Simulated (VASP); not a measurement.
# HfN (Fm-3m) in VASP: further runs, part 2 of 2

VASP 6.6.1.

## (3) Single point, PBE

This run uses another cell than the first one, of 11.71 Å³/atom, 1.020 times its volume.

Contents of INCAR:

```
SYSTEM = HfN
ALGO = Normal
EDIFF = 1E-7
ENCUT = 520
GGA = PE
ISIF = 2
ISMEAR = 0
LASPH = .TRUE.
LCHARG = .FALSE.
LREAL = .FALSE.
LWAVE = .FALSE.
NBANDS = 14
NELM = 60
PREC = Accurate
SIGMA = 0.1
```

Contents of KPOINTS:

```
k-points
0
G
  11 11 11
  0 0 0
```

Contents of POSCAR:

```
HfN
1.0
    0.0000000000      2.2709408328      2.2709408328
    2.2709408328      0.0000000000      2.2709408328
    2.2709408328      2.2709408328      0.0000000000
Hf N
1 1
Direct
    0.0000000000      0.0000000000      0.0000000000
    0.5000000000      0.5000000000      0.5000000000
```

Potentials or basis: VASP PAW PBE potentials, release 64 (Hf_pv, N).

Run with:

```console
> cat potpaw_PBE.64/Hf_pv/POTCAR potpaw_PBE.64/N/POTCAR > POTCAR
> mpirun -np 1 vasp_std > vasp.out
```

It took 27 s on 1 thread of Intel Xeon 6975P-C, shared host; peak memory 0.15 GiB.

Results (log left out):

| Quantity | Value |
| --- | --- |
| Free energy | -21.7531 eV |
| Pressure | -1.2 GPa |

Levels at points of the mesh, in eV from the Fermi level:
| k point | band 6 | band 7 | band 8 | band 9 | band 10 | band 11 |
| --- | --- | --- | --- | --- | --- | --- |
| (0.00, 0.00, 0.00) | -2.95 | -2.95 | -0.29 | -0.29 | -0.29 | 1.70 |

Caveat: spin-orbit coupling is left out, which moves the levels of the heavy elements.

## (4) Single point, PBE

This run uses another cell than the first one, of 11.94 Å³/atom, 1.040 times its volume.

Contents of INCAR:

```
  ALGO = Normal
  EDIFF = 1E-7
  ENCUT = 520
  GGA = PE
  ISIF = 2
  ISMEAR = 0
  LASPH = True
  LCHARG = False
  LREAL = False
  LWAVE = False
  NBANDS = 14
  NELM = 100
  PREC = Accurate
  SIGMA = 0.1
```

Contents of KPOINTS:

```
k-points
0
Gamma
  11 11 11
```

Contents of POSCAR:

```
HfN
1.0
    0.0000000000      2.2856876150      2.2856876150
    2.2856876150      0.0000000000      2.2856876150
    2.2856876150      2.2856876150      0.0000000000
Hf N
1 1
Direct
    0.0000000000      0.0000000000      0.0000000000
    0.5000000000      0.5000000000      0.5000000000
```

Potentials or basis: VASP PAW PBE potentials, release 64 (Hf_pv, N).

Run with:

```console
> cat potpaw_PBE.64/Hf_pv/POTCAR potpaw_PBE.64/N/POTCAR > POTCAR
> mpirun -np 1 vasp_std > vasp.out
```

OUTCAR:

```text
EDIFF = 1E-7
   ENCUT = 520
   GGA = PE
   ISIF = 2
   ISMEAR = 0
   LASPH = True
   LREAL = False
   NELM = 100
   PREC = Accurate

 ion  position               nearest neighbor table
   1  0.000  0.000  0.000-   2 2.29   2 2.29   2 2.29   2 2.29   2 2.29   2 2.29
   2  0.500  0.500  0.500-   1 2.29   1 2.29   1 2.29   1 2.29   1 2.29   1 2.29

  LATTYP: Found a face centered cubic cell.
 ALAT       =     4.5713752300

  Lattice vectors:

 A1 = (   0.0000000000,   2.2856876150,   2.2856876150)
 A2 = (   2.2856876150,   0.0000000000,   2.2856876150)
 A3 = (   2.2856876150,   2.2856876150,   0.0000000000)

Analysis of symmetry for initial positions (statically):
=====================================================================
 Subroutine PRICEL returns:
 Original cell was already a primitive cell.

 Routine SETGRP: Setting up the symmetry group for a
 face centered cubic supercell.

 Subroutine GETGRP returns: Found 48 space group operations
 (whereof 48 operations were pure point group operations)
 out of a pool of 48 trial point group operations.

The static configuration has the point symmetry O_h .

[... 166 lines left out ...]

 k-point     1 :       0.0000    0.0000    0.0000
  band No.  band energies     occupation
      1     -23.2207      2.00000
      2     -23.2207      2.00000
      3     -23.2207      2.00000
      4      -9.2255      2.00000
      5       5.0911      2.00000
      6       5.0911      2.00000
      7       5.0911      2.00000
      8       7.7437      1.99991
      9       7.7437      1.99991
     10       7.7437      1.99991
     11       9.5407      0.00000
     12       9.9554      0.00000
     13       9.9554      0.00000
     14      17.5517      0.00000
[... 377 lines left out ...]
      1     -23.6903      2.00000
      2     -23.3948      2.00000
      3     -23.2526      2.00000
      4      -7.8163      2.00000
      5       1.2432      2.00000
      6       2.6966      2.00000
      7       3.3793      2.00000
      8       8.8867      0.00000
      9       9.1026      0.00000
     10      10.9536      0.00000
     11      11.1405      0.00000
     12      13.9625      0.00000
     13      14.9204      0.00000
     14      20.1152      0.00000

 [... further k-points ...]
[... 5 lines left out ...]
  --------------------------------------------------------------------------------------
  -------------------------------------------------------------------------------------
  Total       -0.9200148     -0.9200148     -0.9200148      0.0000000      0.0000000     -0.0000000
  in kB      -61.7198396    -61.7198396    -61.7198396      0.0000000      0.0000000     -0.0000000
  external PRESSURE =     -61.7198396 kB  Pullay stress =       0.0000000 kB

 VOLUME and BASIS-vectors are now :
 -----------------------------------------------------------------------------
  energy-cutoff  :      520.00
  volume of cell :       23.88
      direct lattice vectors                 reciprocal lattice vectors
     0.000000000  2.285687615  2.285687615    -0.218752553  0.218752553  0.218752553
     2.285687615  0.000000000  2.285687615     0.218752553 -0.218752553  0.218752553
     2.285687615  2.285687615  0.000000000     0.218752553  0.218752553 -0.218752553

 POSITION                                       TOTAL-FORCE (eV/Angst)
 -----------------------------------------------------------------------------------
      0.00000      0.00000      0.00000        -0.000000     -0.000000     -0.000000
      2.28569      2.28569      2.28569         0.000000      0.000000      0.000000
 -----------------------------------------------------------------------------------
    total drift:                                0.000000     -0.000000     -0.000000

  FREE ENERGIE OF THE ION-ELECTRON SYSTEM (eV)
  ---------------------------------------------------
  free  energy   TOTEN  =       -21.7425827534 eV

  energy  without entropy=      -21.7384335454  energy(sigma->0) =      -21.74050815
```

Wall time 29 s (1 thread of Intel Xeon 6975P-C, shared host); peak memory 0.15 GiB.

What came out:

* Free energy: -21.7426 eV
* Pressure: -6.2 GPa

Caveat: spin-orbit coupling is left out, which moves the levels of the heavy elements.

## (5) Single point, PBE

This run uses another cell than the first one, of 12.17 Å³/atom, 1.060 times its volume.

Contents of INCAR:

```
SYSTEM = HfN
ALGO     = Normal         ! electronic algorithm
EDIFF    = 1E-7           ! SCF threshold, eV
ENCUT    = 520            ! plane-wave cutoff, eV
GGA      = PE             ! functional
ISIF     = 2              ! what is computed and relaxed
ISMEAR   = 0              ! smearing method
LASPH    = .TRUE.         ! aspherical terms in the spheres
LCHARG   = .FALSE.        ! write CHGCAR
LREAL    = .FALSE.        ! projectors in reciprocal space
LWAVE    = .FALSE.        ! write WAVECAR
NBANDS   = 14             ! bands
NELM     = 100            ! most SCF steps
PREC     = Accurate       ! precision mode
SIGMA    = 0.1            ! smearing width, eV
```

Contents of KPOINTS:

```
k-points
0
G
  11 11 11
  0 0 0
```

Contents of POSCAR:

```
HfN
1.0
    0.0000000000      2.3002465274      2.3002465274
    2.3002465274      0.0000000000      2.3002465274
    2.3002465274      2.3002465274      0.0000000000
Hf N
1 1
Direct
    0.0000000000      0.0000000000      0.0000000000
    0.5000000000      0.5000000000      0.5000000000
```

Run with:

```console
> cat potpaw_PBE.64/Hf_pv/POTCAR potpaw_PBE.64/N/POTCAR > POTCAR
> mpirun -np 1 vasp_std > vasp.out
```

Wall time 25 s (1 thread of Intel Xeon 6975P-C, shared host); peak memory 0.15 GiB.

Results (log left out):

```
Free energy : -21.7187 eV
Pressure    : -10.6 GPa
```

Levels at points of the mesh, in eV from the Fermi level:
```csv
k point,band 6,band 7,band 8,band 9,band 10,band 11
"(0.00, 0.00, 0.00)",-2.90,-2.90,-0.27,-0.27,-0.27,1.35
```

Caveat: spin-orbit coupling is left out, which moves the levels of the heavy elements.

## (6) Overview

```csv
cell,gap on the mesh (eV),pressure (GPa)
"a = 3.190 Å, angles 60.0°, 2 atoms",none,4.2
"a = 3.212 Å, angles 60.0°, 2 atoms",none,-1.2
"a = 3.232 Å, angles 60.0°, 2 atoms",none,-6.2
"a = 3.253 Å, angles 60.0°, 2 atoms",none,-10.6
```

Alike in all rows: task single point; level PBE; potentials or basis VASP PAW PBE potentials, release 64 (Hf_pv, N); no spin polarisation; k mesh 11 × 11 × 11; cutoff (eV) 520; smearing gaussian 0.1 eV.

Caveats: spin-orbit coupling is left out, which moves the levels of the heavy elements.

Absolute energies hang on the potentials; compare differences alone.
